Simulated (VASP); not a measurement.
# Ga4W2C3 (P4/mmm) in VASP: further runs

Runs on Ga4W2C3. Level: PBE. Tasks: single point.

Everything below comes from runs of VASP 6.6.1. Logs are shortened: lines on timing, memory, paths and dates and some standing lists are left out, and cuts for length are marked.

## Step 1: The cell of the first run

Symmetry: P4/mmm, No. 123, tetragonal system. Conventional cell: a = 4.881 Å, b = 4.881 Å, c = 5.904 Å, α = 90.00°, β = 90.00°, γ = 90.00°. Ga (site symmetry m2m) has 1 C at 1.67 Å and 2 W at 1.73 Å within 2.2 Å. W (site symmetry mmm) has 4 Ga at 1.73 Å within 2.3 Å. Within 2.2 Å of C (site symmetry 4/mmm) lie 4 Ga at 1.67 Å and 2 C at 1.94 Å. Within 2.6 Å of C (site symmetry 4mm) lie 2 C at 1.94 to 2.03 Å and 4 Ga at 2.56 Å.

The cell was generated, and may not be a known phase.

## Step 2: Single point, PBE

Contents of INCAR:

```
ALGO = Normal
EDIFF = 1E-6
ENCUT = 520
GGA = PE
ISIF = 2
ISMEAR = 0
LASPH = True
LCHARG = False
LREAL = False
LWAVE = False
NBANDS = 56
NELM = 60
PREC = Accurate
SIGMA = 0.1
```

Contents of KPOINTS:

```
k-points
0
Gamma
  4 4 4
```

Contents of POSCAR:

```
Ga4W2C3
1.0
    4.8814601100      0.0000000000      0.0000000000
    0.0000000000      4.8814601100      0.0000000000
    0.0000000000      0.0000000000      5.9035860600
Ga W C
4 2 3
Direct
    0.2581017300      0.2581017300      0.0000000000
    0.7418982700      0.7418982700      0.0000000000
    0.7418982700      0.2581017300      0.0000000000
    0.2581017300      0.7418982700      0.0000000000
    0.0000000000      0.5000000000      0.0000000000
    0.5000000000      0.0000000000      0.0000000000
    0.5000000000      0.5000000000      0.0000000000
    0.5000000000      0.5000000000      0.6717926600
    0.5000000000      0.5000000000      0.3282073400
```

Potentials or basis: VASP PAW PBE potentials, release 64 (Ga_d, W_sv, C).

Launch:

```
$ cat potpaw_PBE.64/Ga_d/POTCAR potpaw_PBE.64/W_sv/POTCAR potpaw_PBE.64/C/POTCAR > POTCAR
$ mpirun -np 1 vasp_std > vasp.out
```

OUTCAR:

```text
EDIFF = 1E-6
   ENCUT = 520
   GGA = PE
   ISIF = 2
   ISMEAR = 0
   LASPH = True
   LREAL = False
   NELM = 60
   PREC = Accurate

 ion  position               nearest neighbor table
   1  0.258  0.258  0.000-   7 1.67   6 1.73   5 1.73   4 2.36   3 2.36   4 2.52   3 2.52
   2  0.742  0.742  0.000-   7 1.67   6 1.73   5 1.73   4 2.36   3 2.36   3 2.52   4 2.52
   3  0.742  0.258  0.000-   7 1.67   6 1.73   5 1.73   2 2.36   1 2.36   1 2.52   2 2.52
   4  0.258  0.742  0.000-   7 1.67   6 1.73   5 1.73   2 2.36   1 2.36   1 2.52   2 2.52
   5  0.000  0.500  0.000-   1 1.73   2 1.73   3 1.73   4 1.73   7 2.44   7 2.44   6 3.45   6 3.45
                             6 3.45   6 3.45
   6  0.500  0.000  0.000-   1 1.73   2 1.73   3 1.73   4 1.73   7 2.44   7 2.44   5 3.45   5 3.45
                             5 3.45   5 3.45
   7  0.500  0.500  0.000-   1 1.67   2 1.67   3 1.67   4 1.67   8 1.94   9 1.94   5 2.44   6 2.44
                             6 2.44   5 2.44
   8  0.500  0.500  0.672-   7 1.94   9 2.03
   9  0.500  0.500  0.328-   7 1.94   8 2.03

  LATTYP: Found a simple tetragonal cell.
 ALAT       =     4.8814601100
 C/A-ratio  =     1.2093893890

  Lattice vectors:

 A1 = (   4.8814601100,   0.0000000000,   0.0000000000)
 A2 = (   0.0000000000,   4.8814601100,   0.0000000000)
 A3 = (   0.0000000000,   0.0000000000,   5.9035860600)

Analysis of symmetry for initial positions (statically):
=====================================================================
 Subroutine PRICEL returns:
 Original cell was already a primitive cell.

 Routine SETGRP: Setting up the symmetry group for a
 simple tetragonal supercell.

 Subroutine GETGRP returns: Found 16 space group operations
 (whereof 16 operations were pure point group operations)
 out of a pool of 16 trial point group operations.

The static configuration has the point symmetry D_4h.

Analysis of symmetry for dynamics (positions and initial velocities):
=====================================================================
 Subroutine PRICEL returns:
 Original cell was already a primitive cell.

 Routine SETGRP: Setting up the symmetry group for a
 simple tetragonal supercell.

 Subroutine GETGRP returns: Found 16 space group operations
 (whereof 16 operations were pure point group operations)
 out of a pool of 16 trial point group operations.

The dynamic configuration has the point symmetry D_4h.

 Subroutine INISYM returns: Found 16 space group operations
 (whereof 16 operations are pure point group operations),
 and found     1 'primitive' translations

----------------------------------------------------------------------------------------

                                     Primitive cell

  volume of cell :     140.6745

  direct lattice vectors                    reciprocal lattice vectors
     4.881460110  0.000000000  0.000000000     0.204856739  0.000000000  0.000000000
     0.000000000  4.881460110  0.000000000     0.000000000  0.204856739  0.000000000
     0.000000000  0.000000000  5.903586060     0.000000000  0.000000000  0.169388570

  length of vectors
     4.881460110  4.881460110  5.903586060     0.204856739  0.204856739  0.169388570

  position of ions in fractional coordinates (direct lattice)
     0.258101730  0.258101730  0.000000000
     0.741898270  0.741898270  0.000000000
     0.741898270  0.258101730  0.000000000
     0.258101730  0.741898270  0.000000000
     0.000000000  0.500000000  0.000000000
     0.500000000  0.000000000  0.000000000
     0.500000000  0.500000000  0.000000000
     0.500000000  0.500000000  0.671792660
     0.500000000  0.500000000  0.328207340

  ion indices of the primitive-cell ions
   primitive index   ion index
                 1           1
                 2           2
                 3           3
                 4           4
                 5           5
                 6           6
                 7           7
                 8           8
                 9           9

----------------------------------------------------------------------------------------

 KPOINTS: k-points

Automatic generation of k-mesh.
 Grid dimensions read from file:
 generate k-points for:    4    4    4

 Generating k-lattice:

  Cartesian coordinates                     Fractional coordinates (reciprocal lattice)
     0.051214185  0.000000000  0.000000000     0.250000000  0.000000000  0.000000000
     0.000000000  0.051214185  0.000000000     0.000000000  0.250000000  0.000000000
     0.000000000  0.000000000  0.042347142     0.000000000  0.000000000  0.250000000

  Length of vectors
     0.051214185  0.051214185  0.042347142

  Shift w.r.t. Gamma in fractional coordinates (k-lattice)
     0.000000000  0.000000000  0.000000000

 Subroutine IBZKPT returns following result:
 ===========================================

 Found     18 irreducible k-points:

 Following reciprocal coordinates:
            Coordinates               Weight
  0.000000  0.000000  0.000000      1.000000
  0.250000  0.000000  0.000000      4.000000
  0.500000  0.000000  0.000000      2.000000
  0.250000  0.250000  0.000000      4.000000
  0.500000  0.250000  0.000000      4.000000
  0.500000  0.500000  0.000000      1.000000
[... 10 lines left out ...]
  0.500000  0.250000  0.500000      4.000000
  0.500000  0.500000  0.500000      1.000000
   k-points           NKPTS =     18   k-points in BZ     NKDIM =     18   number of bands    NBANDS=     56
   number of dos      NEDOS =    301   number of ions     NIONS =      9
   total plane-waves  NPLWV =  62208
   dimension x,y,z NGX =    36 NGY =   36 NGZ =   48
   dimension x,y,z NGXF=    72 NGYF=   72 NGZF=   96
   ions per type =               4   2   3
   NGX,Y,Z   is equivalent  to a cutoff of  12.26, 12.26, 13.52 a.u.
   NGXF,Y,Z  is equivalent  to a cutoff of  24.52, 24.52, 27.03 a.u.
 SYSTEM =  unknown system
   PREC   = accura    normal or accurate (medium, high low for compatibility)
   ISTART =      0    job   : 0-new  1-cont  2-samecut
   ICHARG =      2    charge: 1-file 2-atom 10-const
   ISPIN  =      1    spin polarized calculation?
   LNONCOLLINEAR =      F non collinear calculations
   LSORBIT =      F    spin-orbit coupling
   LASPH  =      T    aspherical Exc in radial PAW
   ENCUT  =  520.0 eV  38.22 Ry    6.18 a.u.   9.08  9.08 10.98*2*pi/ulx,y,z
   NELM   =     60;   NELMIN=  2; NELMDL= -5     # of ELM steps
   EDIFF  = 0.1E-05   stopping-criterion for ELM
   LREAL  =      F    real-space projection
   EDIFFG = 0.1E-04   stopping-criterion for IOM
   NSW    =      0    number of steps for IOM
   IBRION =     -1    ionic relax: 0-MD 1-quasi-New 2-CG
   NFREE  =      0    steps in history (QN), initial steepest desc. (CG)
   ISIF   =      2    stress and relaxation
   ISYM   =      2    0-nonsym 1-usesym 2-fastsym
   POTIM  = 0.5000    time-step for ionic-motion
   TEBEG  =    0.0;   TEEND  =   0.0 temperature during run
   PSTRESS=    0.0 pullay stress
   NELECT =      92.0000    total number of electrons
   NUPDOWN=      -1.0000    fix difference up-down
   EMIN   =  10.00;   EMAX   =-10.00  energy-range for DOS
   EFERMI =   0.00;   METHOD = LEGACY
   ISMEAR =     0;   SIGMA  =   0.10  broadening in eV -4-tet -1-fermi 0-gaus
   EFERMI_NEDOS =   21; number of points for ismear=-14 and -15
   IALGO  =     38    algorithm
   IMIX   =      4    mixing-type and parameters
     AMIX     =   0.40;   BMIX     =  1.00
     AMIX_MAG =   1.60;   BMIX_MAG =  1.00
  volume/ion in A,a.u.               =      15.63       105.48
  Fermi-wavevector in a.u.,A,eV,Ry     =   1.421016  2.685331 27.474062  2.019287
  Thomas-Fermi vector in A             =   2.541870
   LORBIT       =      0    0 simple, 1 ext, 2 COOP (PROOUT), +10 PAW based schemes
   GGA     = PE    functional components
   LHFCALC =     F    Hartree Fock is set to
   AEXX    =    0.0000 exact exchange contribution
   IVDW    =     0    specifies the selected vdW correction
   LEPSILON=     F    determine dielectric tensor
   LRPA    =     F    only Hartree local field effects (RPA)
 non-spin polarized calculation
 Gauss-broadening in eV      SIGMA  =   0.10
  energy-cutoff  :      520.00
  volume of cell :      140.67
 maximum number of plane-waves:      3822
   NGX = 19   NGY = 19   NGZ = 21

 number of electron      91.9999953 magnetization

 Free energy of the ion-electron system (eV)
  ---------------------------------------------------
  ext. energy  EPLUGINS =         0.00000000
  ---------------------------------------------------
  free energy    TOTEN  =        38.65791314 eV

  energy without entropy =       38.69025613  energy(sigma->0) =       38.67408463

 E-fermi :   4.9236     XC(G=0):  -9.9813

 val. band max:        4.9013717535   @ k =   0.2500   0.2500   0.2500
 cond. band min:       4.9347417767   @ k =   0.2500   0.0000   0.2500
 fundamental gap:      0.0333700231
 Fermi energy:         4.9235967099

 k-point     1 :       0.0000    0.0000    0.0000
  band No.  band energies     occupation
      1     -68.9203      2.00000
      2     -68.8656      2.00000
      3     -36.2579      2.00000
      4     -36.2579      2.00000
      5     -34.9240      2.00000
      6     -34.9240      2.00000
[... 48 lines left out ...]
     55      10.4755      0.00000
     56      11.3564      0.00000

 k-point     2 :       0.2500    0.0000    0.0000
  band No.  band energies     occupation
      1     -68.9120      2.00000
      2     -68.8732      2.00000
      3     -36.1532      2.00000
      4     -36.1498      2.00000
      5     -35.0514      2.00000
      6     -35.0487      2.00000
[... 48 lines left out ...]
     55      11.0131      0.00000
     56      11.4798      0.00000
[... 883 lines left out ...]
     55       9.6446      0.00000
     56      10.4391      0.00000

 k-point    18 :       0.5000    0.5000    0.5000
  band No.  band energies     occupation
      1     -68.8932      2.00000
      2     -68.8932      2.00000
      3     -36.5318      2.00000
      4     -35.6324      2.00000
      5     -35.4596      2.00000
      6     -34.7558      2.00000
[... 48 lines left out ...]
     55       9.6446      0.00000
     56      10.1738      0.00000

------------------------ aborting loop because EDIFF is reached ----------------------------------------

  FORCE on cell =-STRESS in cart. coord.  units (eV):
  Direction    XX          YY          ZZ          XY          YZ          ZX
  --------------------------------------------------------------------------------------
  -------------------------------------------------------------------------------------
  Total      296.3610899    296.3610899     -4.7605393      0.0000000      0.0000000      0.0000000
  in kB     3375.3310746   3375.3310746    -54.2189805      0.0000000      0.0000000      0.0000000
  external PRESSURE =    2232.1477229 kB  Pullay stress =       0.0000000 kB

 VOLUME and BASIS-vectors are now :
 -----------------------------------------------------------------------------
  energy-cutoff  :      520.00
  volume of cell :      140.67
      direct lattice vectors                 reciprocal lattice vectors
     4.881460110  0.000000000  0.000000000     0.204856739  0.000000000  0.000000000
     0.000000000  4.881460110  0.000000000     0.000000000  0.204856739  0.000000000
     0.000000000  0.000000000  5.903586060     0.000000000  0.000000000  0.169388570

 POSITION                                       TOTAL-FORCE (eV/Angst)
 -----------------------------------------------------------------------------------
      1.25991      1.25991      0.00000        -6.413778     -6.413778      0.000000
      3.62155      3.62155      0.00000         6.413778      6.413778      0.000000
      3.62155      1.25991      0.00000         6.413778     -6.413778      0.000000
      1.25991      3.62155      0.00000        -6.413778      6.413778     -0.000000
      0.00000      2.44073      0.00000         0.000000      0.000000      0.000000
      2.44073      0.00000      0.00000         0.000000      0.000000      0.000000
      2.44073      2.44073      0.00000         0.000000      0.000000      0.000000
      2.44073      2.44073      3.96599        -0.000000      0.000000     -2.264123
      2.44073      2.44073      1.93760         0.000000      0.000000      2.264123
 -----------------------------------------------------------------------------------
    total drift:                                0.000000     -0.000000      0.000000

  FREE ENERGIE OF THE ION-ELECTRON SYSTEM (eV)
  ---------------------------------------------------
  free  energy   TOTEN  =        38.6579131373 eV

  energy  without entropy=       38.6902561322  energy(sigma->0) =       38.67408463
```

Wall time 4.5 min (1 thread of AMD EPYC 7R43 (Zen 3), shared host); peak memory 0.27 GiB.

Results:

| Quantity | Value |
| --- | --- |
| Free energy | 38.6579 eV |
| Pressure | 223.2 GPa |
| Largest force | 9.070 eV/Å |
| Band gap on the k mesh | zero (bands 46 and 47 overlap by 0.32 eV) |

Forces in eV/Å, atoms in the order of the input:
```
Ga  -6.414 -6.414  0.000
Ga   6.414  6.414  0.000
Ga   6.414 -6.414  0.000
Ga  -6.414  6.414  0.000
W    0.000  0.000  0.000
W    0.000  0.000  0.000
C    0.000  0.000  0.000
C    0.000  0.000 -2.264
C    0.000  0.000  2.264
```

Levels at points of the mesh, in eV from the Fermi level:
| k point | band 42 | band 43 | band 44 | band 45 | band 46 | band 47 | band 48 | band 49 | band 50 | band 51 |
| --- | --- | --- | --- | --- | --- | --- | --- | --- | --- | --- |
| (0.00, 0.00, 0.00) | -0.95 | -0.95 | -0.86 | -0.32 | -0.13 | -0.13 | 0.09 | 0.36 | 0.36 | 0.42 |
| (0.50, 0.00, 0.00) | -1.88 | -1.80 | -0.59 | -0.57 | -0.48 | 0.29 | 0.59 | 1.40 | 1.97 | 2.14 |
| (0.50, 0.50, 0.00) | -1.79 | -1.76 | -1.76 | -0.56 | -0.47 | -0.05 | 0.46 | 1.51 | 1.51 | 2.97 |
| (0.00, 0.00, 0.50) | -0.54 | -0.54 | -0.45 | -0.45 | -0.17 | -0.05 | 0.09 | 0.61 | 0.78 | 0.78 |
| (0.50, 0.00, 0.50) | -1.50 | -1.16 | -0.99 | -0.75 | 0.08 | 0.52 | 1.16 | 2.10 | 2.49 | 2.60 |
| (0.50, 0.50, 0.50) | -2.49 | -2.15 | -0.87 | -0.87 | -0.06 | 0.45 | 2.62 | 2.62 | 3.02 | 3.27 |

Caveat: atoms lie so close that the PAW spheres overlap strongly, which falsifies energies and pressures; the stress differs along the axes, from -5 to 338 GPa; spin-orbit coupling is left out, which moves the levels of the heavy elements; forces of over 1 eV/Å act on the atoms, so gaps and moduli don't describe the material at rest.

(Continued in part 2 of 2.)

The gap in the log of VASP goes by the Fermi energy; the results here count the filled bands.